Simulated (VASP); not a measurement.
ZnSe, 2 atoms in the cell. Symmetry: F-43m, No. 216, cubic system. Conventional cell: a = 5.732 Å, b = 5.732 Å, c = 5.732 Å, α = 90.00°, β = 90.00°, γ = 90.00°. Within 3.3 Å of Zn (site symmetry -43m) lie 4 Se at 2.48 Å. Within 3.3 Å of Se (site symmetry -43m) lie 4 Zn at 2.48 Å. 

```yaml
Program: VASP 6.6.1
Task: relaxation of cell and atoms
Functional: PBEsol
Potentials_or_basis: VASP PAW PBE potentials, release 64 (Zn, Se)
Cutoff: 600 eV
k_mesh: 8 × 8 × 8
Occupations: fermi-dirac, width 0.02 eV
Spin: no spin polarisation
Dipole_correction: no
Further_INCAR_settings: ALGO = Normal; EDIFF = 1e-07; IBRION = 2; EDIFFG = -0.005; NSW = 80; ISIF = 3
```

Potentials or basis: VASP PAW PBE potentials, release 64 (Zn, Se).

Run with:

```bash
$ cat potpaw_PBE.64/Zn/POTCAR potpaw_PBE.64/Se/POTCAR > POTCAR
$ mpirun -np 1 vasp_std > vasp.out
```

Hardware: 1 thread of Intel(R) Xeon(R) 6975P-C (Granite Rapids) (shared host).

Q: Estimate the wall time of this run.

A: Wall time 18 s on 1 thread of Intel(R) Xeon(R) 6975P-C (Granite Rapids) (shared host), peak memory 0.19 GiB. Counts: scf iterations 31, k points 29, ion steps 3.
